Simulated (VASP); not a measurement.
# MoS2 (C2/m) in VASP: further runs

Runs on MoS2. Level: PBEsol+D3(BJ). Tasks: single point.

Everything below comes from runs of VASP 6.6.1. Logs are shortened: lines on timing, memory, paths and dates and some standing lists are left out, and cuts for length are marked.

## (1) The cell of the first run

The structure is monoclinic, space group C2/m (No. 12). The conventional cell has a = 5.334 Å, b = 3.080 Å, c = 17.174 Å, α = 90.00°, β = 93.56°, γ = 90.00°. Within 3.2 Å of Mo (site symmetry m) lie 6 S at 2.40 Å and 6 Mo at 3.08 Å. Mo (site symmetry 2/m) has 6 S at 2.40 Å and 6 Mo at 3.08 Å within 3.2 Å. Within 3.2 Å of S (site symmetry m) lie 3 Mo at 2.40 Å and 8 S at 2.80 to 3.08 Å. S (site symmetry m) has 3 Mo at 2.40 Å and 9 S at 3.08 to 3.13 Å within 3.2 Å. S (site symmetry m) has 3 Mo at 2.40 Å and 9 S at 3.08 to 3.13 Å within 3.2 Å.

## (2) Single point, PBEsol+D3(BJ)

Input file INCAR:

```
SYSTEM = MoS2
  PREC = Accurate
  ENCUT = 520
  EDIFF = 1E-7
  ISMEAR = 0
  SIGMA = 0.15
  LREAL = .False.
  LASPH = .True.
  NELM = 100
  ALGO = Fast
  ISIF = 2
  LWAVE = .False.
  LCHARG = .True.
  GGA = PS
  IVDW = 12
  LELF = .True.
  LVHAR = .True.
  NBANDS = 49
```

Input file KPOINTS:

```
regular mesh
0
Gamma
  14 14 3
  0 0 0
```

Input file POSCAR:

```
MoS2
1.0
   -3.0798097231      0.0000000000      0.0000000000
   -1.5399048616     -2.6671934590      0.0000000000
   -0.9239429169     -0.5334386918     17.1411508765
Mo S
3 6
Direct
    0.6328539377      0.6328539377      0.1690636447
    0.8309092997     -0.1690907003      0.8454535013
    0.2318816187      0.2318816187      0.5072585730
    0.4787937493      0.4787937493      0.9393645867
    0.8797660683     -0.1202339317      0.6011696583
    0.2807383873      0.2807383873      0.2629747300
    0.5839971691      0.5839971691      0.4133474877
    0.9849694881     -0.0150305119      0.0751525593
    0.1830248501      0.1830248501      0.7515424160
```

Potentials or basis: VASP PAW PBE potentials, release 64 (Mo_sv, S).

Command:

```sh
$ cat potpaw_PBE.64/Mo_sv/POTCAR potpaw_PBE.64/S/POTCAR > POTCAR
$ mpirun -np 1 vasp_std > vasp.out
```

OUTCAR:

```text
SYSTEM = MoS2
   PREC = Accurate
   ENCUT = 520
   EDIFF = 1E-7
   ISMEAR = 0
   LREAL = .False.
   LASPH = .True.
   NELM = 100
   ISIF = 2
   GGA = PS
   IVDW = 12
 IVDW          = 12

 ion  position               nearest neighbor table
   1  0.633  0.633  0.169-   6 2.40   6 2.40   6 2.40   8 2.40   8 2.40   8 2.40
   2  0.831  0.831  0.845-   9 2.40   9 2.40   9 2.40   4 2.40   4 2.40   4 2.40
   3  0.232  0.232  0.507-   5 2.40   7 2.40   7 2.40   5 2.40   5 2.40   7 2.40
   4  0.479  0.479  0.939-   2 2.40   2 2.40   2 2.40
   5  0.880  0.880  0.601-   3 2.40   3 2.40   3 2.40
   6  0.281  0.281  0.263-   1 2.40   1 2.40   1 2.40
   7  0.584  0.584  0.413-   3 2.40   3 2.40   3 2.40
   8  0.985  0.985  0.075-   1 2.40   1 2.40   1 2.40
   9  0.183  0.183  0.752-   2 2.40   2 2.40   2 2.40

  LATTYP: Found a base centered monoclinic cell.
 ALAT       =     5.3343869181
 B/A-ratio  =     0.5773502692
 C/A-ratio  =     3.2195490597
 COS(beta)  =    -0.0621205008

  Lattice vectors:

 A1 = (   3.0798097231,   0.0000000000,   0.0000000000)
 A2 = (   1.5399048616,   2.6671934590,   0.0000000000)
 A3 = (  -0.9239429169,  -0.5334386918,  17.1411508765)

Analysis of symmetry for initial positions (statically):
=====================================================================
 Subroutine PRICEL returns:
 Original cell was already a primitive cell.

 Routine SETGRP: Setting up the symmetry group for a
 base centered monoclinic supercell.

 Subroutine GETGRP returns: Found  4 space group operations
 (whereof  2 operations were pure point group operations)
 out of a pool of  4 trial point group operations.

The static configuration has the point symmetry C_1h.
 The point group associated with its full space group is C_2h.

Analysis of symmetry for dynamics (positions and initial velocities):
=====================================================================
 Subroutine PRICEL returns:
 Original cell was already a primitive cell.

 Routine SETGRP: Setting up the symmetry group for a
 base centered monoclinic supercell.

 Subroutine GETGRP returns: Found  4 space group operations
 (whereof  2 operations were pure point group operations)
 out of a pool of  4 trial point group operations.

The dynamic configuration has the point symmetry C_1h.
 The point group associated with its full space group is C_2h.

 Subroutine INISYM returns: Found  4 space group operations
 (whereof  2 operations are pure point group operations),
 and found     1 'primitive' translations

----------------------------------------------------------------------------------------

                                     Primitive cell

  volume of cell :     140.8051

  direct lattice vectors                    reciprocal lattice vectors
    -3.079809723  0.000000000  0.000000000    -0.324695384  0.187462967 -0.011667828
    -1.539904862 -2.667193459  0.000000000     0.000000000 -0.374925934 -0.011667828
    -0.923942917 -0.533438692 17.141150876     0.000000000  0.000000000  0.058339140

  length of vectors
     3.079809723  3.079809723 17.174320386     0.375107444  0.375107444  0.058339140

  position of ions in fractional coordinates (direct lattice)
     0.632853938  0.632853938  0.169063645
     0.830909300  0.830909300  0.845453501
     0.231881619  0.231881619  0.507258573
     0.478793749  0.478793749  0.939364587
     0.879766068  0.879766068  0.601169658
     0.280738387  0.280738387  0.262974730
     0.583997169  0.583997169  0.413347488
     0.984969488  0.984969488  0.075152559
     0.183024850  0.183024850  0.751542416

  ion indices of the primitive-cell ions
   primitive index   ion index
                 1           1
                 2           2
                 3           3
                 4           4
                 5           5
                 6           6
                 7           7
                 8           8
                 9           9

----------------------------------------------------------------------------------------

 KPOINTS: regular mesh

Automatic generation of k-mesh.
 Grid dimensions read from file:
 generate k-points for:   14   14    3

 Generating k-lattice:

  Cartesian coordinates                     Fractional coordinates (reciprocal lattice)
    -0.023192527  0.013390212 -0.000833416     0.071428571  0.000000000  0.000000000
     0.000000000 -0.026780424 -0.000833416     0.000000000  0.071428571  0.000000000
     0.000000000  0.000000000  0.019446380     0.000000000  0.000000000  0.333333333

  Length of vectors
     0.026793389  0.026793389  0.019446380

  Shift w.r.t. Gamma in fractional coordinates (k-lattice)
     0.000000000  0.000000000  0.000000000

 Subroutine IBZKPT returns following result:
 ===========================================

 Found    162 irreducible k-points:

 Following reciprocal coordinates:
            Coordinates               Weight
  0.000000  0.000000  0.000000      1.000000
  0.071429  0.000000  0.000000      4.000000
  0.142857  0.000000  0.000000      4.000000
  0.214286 -0.000000 -0.000000      4.000000
  0.285714  0.000000  0.000000      4.000000
  0.357143  0.000000  0.000000      4.000000
[... 16 lines left out ...]
  0.214286  0.142857  0.000000      4.000000
  0.285714  0.142857  0.000000      4.000000
 [... further k-points ...]
   k-points           NKPTS =    162   k-points in BZ     NKDIM =    162   number of bands    NBANDS=     49
   number of dos      NEDOS =    301   number of ions     NIONS =      9
   total plane-waves  NPLWV =  73728
   dimension x,y,z NGX =    24 NGY =   24 NGZ =  128
   dimension x,y,z NGXF=    48 NGYF=   48 NGZF=  256
   ions per type =               3   6
   NGX,Y,Z   is equivalent  to a cutoff of  12.96, 12.96, 12.39 a.u.
   NGXF,Y,Z  is equivalent  to a cutoff of  25.91, 25.91, 24.78 a.u.
 SYSTEM =  MoS2
   PREC   = accura    normal or accurate (medium, high low for compatibility)
   ISTART =      0    job   : 0-new  1-cont  2-samecut
   ICHARG =      2    charge: 1-file 2-atom 10-const
   ISPIN  =      1    spin polarized calculation?
   LNONCOLLINEAR =      F non collinear calculations
   LSORBIT =      F    spin-orbit coupling
   LASPH  =      T    aspherical Exc in radial PAW
   ENCUT  =  520.0 eV  38.22 Ry    6.18 a.u.   5.73  5.73 31.93*2*pi/ulx,y,z
   NELM   =    100;   NELMIN=  2; NELMDL= -5     # of ELM steps
   EDIFF  = 0.1E-06   stopping-criterion for ELM
   LREAL  =      F    real-space projection
   EDIFFG = 0.1E-05   stopping-criterion for IOM
   NSW    =      0    number of steps for IOM
   IBRION =     -1    ionic relax: 0-MD 1-quasi-New 2-CG
   NFREE  =      0    steps in history (QN), initial steepest desc. (CG)
   ISIF   =      2    stress and relaxation
   ISYM   =      2    0-nonsym 1-usesym 2-fastsym
   POTIM  = 0.5000    time-step for ionic-motion
   TEBEG  =    0.0;   TEEND  =   0.0 temperature during run
   PSTRESS=    0.0 pullay stress
   NELECT =      78.0000    total number of electrons
   NUPDOWN=      -1.0000    fix difference up-down
   EMIN   =  10.00;   EMAX   =-10.00  energy-range for DOS
   EFERMI =   0.00;   METHOD = LEGACY
   ISMEAR =     0;   SIGMA  =   0.15  broadening in eV -4-tet -1-fermi 0-gaus
   EFERMI_NEDOS =   21; number of points for ismear=-14 and -15
   IALGO  =     68    algorithm
   IMIX   =      4    mixing-type and parameters
     AMIX     =   0.40;   BMIX     =  1.00
     AMIX_MAG =   1.60;   BMIX_MAG =  1.00
  volume/ion in A,a.u.               =      15.65       105.58
  Fermi-wavevector in a.u.,A,eV,Ry     =   1.344519  2.540772 24.595674  1.807731
  Thomas-Fermi vector in A             =   2.472506
   LORBIT       =      0    0 simple, 1 ext, 2 COOP (PROOUT), +10 PAW based schemes
   GGA     = PS    functional components
   LHFCALC =     F    Hartree Fock is set to
   AEXX    =    0.0000 exact exchange contribution
   IVDW    =    12    specifies the selected vdW correction
   LEPSILON=     F    determine dielectric tensor
   LRPA    =     F    only Hartree local field effects (RPA)
 non-spin polarized calculation
 RMM-DIIS sequential band-by-band and
 Gauss-broadening in eV      SIGMA  =   0.15
  energy-cutoff  :      520.00
  volume of cell :      140.81
 maximum number of plane-waves:      3814
   NGX = 11   NGY = 11   NGZ = 63

 number of electron      77.9999999 magnetization

 Free energy of the ion-electron system (eV)
  ---------------------------------------------------
  ext. energy  EPLUGINS =         0.00000000
  ---------------------------------------------------
  free energy    TOTEN  =       -67.60597397 eV

  energy without entropy =      -67.57785451  energy(sigma->0) =      -67.59191424

 E-fermi :   9.3830     XC(G=0): -11.8422

 val. band max:        9.3800704455   @ k =   0.2857   0.1429   0.3333
 cond. band min:       9.3915903788   @ k =  -0.3571   0.2857  -0.0000
 fundamental gap:      0.0115199333
 Fermi energy:         9.3830137396

 k-point     1 :       0.0000    0.0000    0.0000
  band No.  band energies     occupation
      1     -52.1300      2.00000
      2     -52.1300      2.00000
      3     -52.1016      2.00000
      4     -26.3192      2.00000
      5     -26.3188      2.00000
      6     -26.2826      2.00000
[... 41 lines left out ...]
     48      12.7138      0.00000
     49      12.9027      0.00000

 k-point     2 :       0.0714    0.0000    0.0000
  band No.  band energies     occupation
      1     -52.1271      2.00000
      2     -52.1271      2.00000
      3     -52.0988      2.00000
      4     -26.3140      2.00000
      5     -26.3136      2.00000
      6     -26.2774      2.00000
[... 41 lines left out ...]
     48      12.5831      0.00000
     49      12.8304      0.00000

 k-point     3 :       0.1429    0.0000    0.0000
  band No.  band energies     occupation
      1     -52.1191      2.00000
      2     -52.1191      2.00000
      3     -52.0908      2.00000
      4     -26.2994      2.00000
      5     -26.2990      2.00000
      6     -26.2627      2.00000
[... 1081 lines left out ...]
     48      12.4486      0.00000
     49      12.7722      0.00000

 k-point    24 :       0.2857    0.1429    0.0000
  band No.  band energies     occupation
      1     -52.1013      2.00000
      2     -52.1013      2.00000
      3     -52.0730      2.00000
      4     -26.3105      2.00000
      5     -26.3105      2.00000
      6     -26.2812      2.00000
[... 41 lines left out ...]
     48      12.2903      0.00000
     49      12.7323      0.00000

 [... further k-points ...]

------------------------ aborting loop because EDIFF is reached ----------------------------------------

 Edisp (eV)   -3.79319

 E8    (eV) :    -2.3846

  FORCE on cell =-STRESS in cart. coord.  units (eV):
  Direction    XX          YY          ZZ          XY          YZ          ZX
  --------------------------------------------------------------------------------------
  -------------------------------------------------------------------------------------
  Total       0.77186     1.17848     0.64094    -0.35215    -0.00363    -0.00628
  in kB       8.78270    13.40958     7.29306    -4.00700    -0.04127    -0.07149
  external pressure =        9.83 kB  Pullay stress =        0.00 kB

 VOLUME and BASIS-vectors are now :
 -----------------------------------------------------------------------------
  energy-cutoff  :      520.00
  volume of cell :      140.81
      direct lattice vectors                 reciprocal lattice vectors
    -3.079809723  0.000000000  0.000000000    -0.324695384  0.187462967 -0.011667828
    -1.539904862 -2.667193459  0.000000000     0.000000000 -0.374925934 -0.011667828
    -0.923942917 -0.533438692 17.141150876     0.000000000  0.000000000  0.058339140

 POSITION                                       TOTAL-FORCE (eV/Angst)
 -----------------------------------------------------------------------------------
     -3.07981     -1.77813      2.89795         0.035083      0.020255     -0.125139
     -4.61971     -2.66719     14.49205        -0.035083     -0.020255      0.125139
     -1.53990     -0.88906      8.69500        -0.000000     -0.000000     -0.000000
     -3.07981     -1.77813     16.10179         0.063561      0.036697     -0.541909
     -4.61971     -2.66719     10.30474        -0.000268     -0.000155     -0.008373
     -1.53990     -0.88906      4.50769        -0.006660     -0.003845     -0.004940
     -3.07981     -1.77813      7.08525         0.000268      0.000155      0.008373
     -4.61971     -2.66719      1.28820        -0.063561     -0.036697      0.541909
     -1.53990     -0.88906     12.88230         0.006660      0.003845      0.004940
 -----------------------------------------------------------------------------------
    total drift:                                0.000006      0.000003      0.000015

  FREE ENERGIE OF THE ION-ELECTRON SYSTEM (eV)
  ---------------------------------------------------
  free  energy   TOTEN  =       -71.3991630179 eV

  energy  without entropy=      -71.3710435628  energy(sigma->0) =      -71.38510329
```

It took 21 min on 1 thread of Oxide Virtual Turin-like, shared host; peak memory 0.81 GiB.

Results:

```
Free energy                : -71.3992 eV
Pressure                   : 1.0 GPa
Largest force              : 0.547 eV/Å
Band gap on the k mesh     : zero (bands 39 and 40 overlap by 0.70 eV)
Dispersion energy per atom : -0.421 eV
```

Forces in eV/Å, atoms in the order of the input:
```
Mo   0.035  0.020 -0.125
Mo  -0.035 -0.020  0.125
Mo   0.000  0.000  0.000
S    0.064  0.037 -0.542
S    0.000  0.000 -0.008
S   -0.007 -0.004 -0.005
S    0.000  0.000  0.008
S   -0.064 -0.037  0.542
S    0.007  0.004  0.005
```

Levels at points of the mesh, in eV from the Fermi level:
| k point | band 37 | band 38 | band 39 | band 40 | band 41 | band 42 |
| --- | --- | --- | --- | --- | --- | --- |
| (0.00, 0.00, 0.00) | -0.72 | -0.24 | -0.14 | -0.06 | 0.10 | 0.15 |
| (0.50, 0.00, 0.00) | -1.54 | -1.53 | -1.14 | 1.62 | 1.62 | 1.65 |
| (0.50, 0.50, 0.00) | -1.51 | -1.30 | -1.22 | 1.62 | 1.62 | 1.65 |

Caveat: the PAW data sets were made with another functional, which shifts forces and pressure a little.

## (3) Single point, PBEsol+D3(BJ)

This run uses another cell than the first one, of 15.87 Å³/atom.

Input file INCAR:

```
SYSTEM = MoS2
PREC = Accurate
ENCUT = 520
EDIFF = 1E-7
ISMEAR = 0
SIGMA = 0.15
LREAL = .False.
LASPH = .True.
NELM = 80
ALGO = Fast
ISIF = 2
LWAVE = .False.
LCHARG = .False.
GGA = PS
IVDW = 12
NBANDS = 49
```

KPOINTS is that of step 2.

Input file POSCAR:

```
MoS2
1.0
   -3.0798097231      0.0000000000      0.0000000000
   -1.5399048616     -2.6671934590      0.0000000000
   -1.8478858339     -1.0668773836     17.3911508765
Mo S
3 6
Direct
    0.6000133333      0.6000133333      0.1666333333
    0.6666800000     -0.3333200000      0.8333000000
    0.1333466667      0.1333466667      0.4999666667
    0.2963222260      0.2963222260      0.9258611016
    0.7629888927     -0.2370111073      0.5925277682
    0.2296555594      0.2296555594      0.2591944349
    0.5037044406      0.5037044406      0.4074055651
    0.9703711073     -0.0296288927      0.0740722318
    0.0370377740      0.0370377740      0.7407388984
```

Potentials or basis: VASP PAW PBE potentials, release 64 (Mo_sv, S).

Command:

```sh
$ cat potpaw_PBE.64/Mo_sv/POTCAR potpaw_PBE.64/S/POTCAR > POTCAR
$ mpirun -np 1 vasp_std > vasp.out
```

It took 21 min on 1 thread of Oxide Virtual Turin-like, shared host; peak memory 0.82 GiB.

It converged, with:

* Free energy: -71.4605 eV
* Pressure: 0.4 GPa
* Largest force: 0.284 eV/Å
* Band gap on the k mesh: zero (bands 39 and 40 overlap by 0.64 eV)
* Dispersion energy per atom: -0.415 eV

Forces on the atoms (eV/Å):
```
Mo   0.052  0.030 -0.222
Mo  -0.052 -0.030  0.222
Mo   0.000  0.000  0.000
S   -0.094 -0.054 -0.263
S   -0.001 -0.001  0.003
S   -0.007 -0.004  0.049
S    0.001  0.001 -0.003
S    0.094  0.054  0.263
S    0.007  0.004 -0.049
```

Stress tensor (GPa, compression positive):
```
 0.88  0.26  0.53
 0.26  0.58  0.31
 0.53  0.31 -0.21
```

Levels at points of the mesh, in eV from the Fermi level:
| k point | band 35 | band 36 | band 37 | band 38 | band 39 | band 40 | band 41 | band 42 | band 43 | band 44 |
| --- | --- | --- | --- | --- | --- | --- | --- | --- | --- | --- |
| (0.00, 0.00, 0.00) | -0.77 | -0.72 | -0.72 | -0.15 | -0.14 | -0.01 | 0.02 | 0.07 | 0.09 | 0.24 |
| (0.50, 0.00, 0.00) | -2.18 | -1.84 | -1.57 | -1.56 | -1.13 | 1.60 | 1.60 | 1.65 | 1.92 | 1.98 |
| (0.50, 0.50, 0.00) | -2.35 | -2.12 | -1.72 | -1.30 | -1.26 | 1.60 | 1.60 | 1.65 | 1.96 | 2.13 |

Caveat: the PAW data sets were made with another functional, which shifts forces and pressure a little.

## (4) Single point, PBEsol+D3(BJ)

This run uses another cell than the first one, of 16.19 Å³/atom.

Input file INCAR:

```
SYSTEM = MoS2
ALGO = Fast
EDIFF = 1E-6
ENCUT = 520
GGA = PS
ISIF = 2
ISMEAR = 0
IVDW = 12
LASPH = .TRUE.
LCHARG = .FALSE.
LREAL = .FALSE.
LWAVE = .FALSE.
NBANDS = 49
NELM = 80
PREC = Accurate
SIGMA = 0.15
```

Input file KPOINTS:

```
k-points
0
G
  14 14 3
  0 0 0
```

Input file POSCAR:

```
MoS2
1.0
   -3.0798097231      0.0000000000      0.0000000000
   -1.5399048616     -2.6671934590      0.0000000000
   -2.7718287508     -1.6003160754     17.7411508765
Mo S
3 6
Direct
    0.5686590866      0.5686590866      0.1633459667
    0.5098836780     -0.4901163220      0.8168605366
    0.0392713823      0.0392713823      0.4901032517
    0.1221093191      0.1221093191      0.9075955793
    0.6514970234     -0.3485029766      0.5808382944
    0.1808847277      0.1808847277      0.2540810095
    0.4270457413      0.4270457413      0.3993682090
    0.9564334456     -0.0435665544      0.0726109240
   -0.1023419630     -0.1023419630      0.7261254939
```

Command:

```sh
$ cat potpaw_PBE.64/Mo_sv/POTCAR potpaw_PBE.64/S/POTCAR > POTCAR
$ mpirun -np 1 vasp_std > vasp.out
```

Run time: 26 min. Hardware: 1 thread of Oxide Virtual Turin-like, shared host; peak memory 0.84 GiB.

Results (log left out):

```
Free energy                : -71.3265 eV
Pressure                   : 0.4 GPa
Largest force              : 0.362 eV/Å
Band gap on the k mesh     : zero (bands 39 and 40 overlap by 0.53 eV)
Dispersion energy per atom : -0.406 eV
```

Forces in eV/Å, atoms in the order of the input:
```
Mo   0.045  0.026 -0.130
Mo  -0.045 -0.026  0.130
Mo   0.000  0.000  0.000
S   -0.054 -0.031 -0.357
S   -0.001  0.000  0.010
S   -0.006 -0.004  0.077
S    0.001  0.000 -0.010
S    0.054  0.031  0.357
S    0.006  0.004 -0.077
```

Stress tensor (GPa, compression positive):
```
0.23 0.11 0.41
0.11 0.11 0.24
0.41 0.24 0.96
```

Levels at points of the mesh, in eV from the Fermi level:
```tsv
k point	band 37	band 38	band 39	band 40	band 41	band 42
(0.00, 0.00, 0.00)	-0.72	-0.29	-0.16	0.00	0.01	0.18
(0.50, 0.00, 0.00)	-1.64	-1.35	-1.21	1.60	1.60	1.65
(0.50, 0.50, 0.00)	-1.65	-1.34	-1.22	1.60	1.60	1.65
```

Caveat: the PAW data sets were made with another functional, which shifts forces and pressure a little.

## (5) Summary

| cell | further INCAR settings | gap on the mesh (eV) | pressure (GPa) | largest force (eV/Å) |
| --- | --- | --- | --- | --- |
| a = 3.080, b = 3.080, c = 17.174 Å, angles 86.9, 86.9, 60.0°, 9 atoms | ALGO = Fast; EDIFF = 1e-07; NBANDS = 49 | none | 1.0 | 0.55 |
| a = 3.080, b = 3.080, c = 17.522 Å, angles 83.9, 83.9, 60.0°, 9 atoms | ALGO = Fast; EDIFF = 1e-07; NBANDS = 49 | none | 0.4 | 0.28 |
| a = 3.080, b = 3.080, c = 18.028 Å, angles 81.2, 81.2, 60.0°, 9 atoms | ALGO = Fast; EDIFF = 1e-06; NBANDS = 49 | none | 0.4 | 0.36 |

Alike in all rows: task single point; level PBEsol+D3(BJ); potentials or basis VASP PAW PBE potentials, release 64 (Mo_sv, S); no spin polarisation; k mesh 14 × 14 × 3; cutoff (eV) 520; smearing gaussian 0.15 eV.

Caveats: the PAW data sets were made with another functional, which shifts forces and pressure a little.

Absolute energies hang on the potentials; compare differences alone.
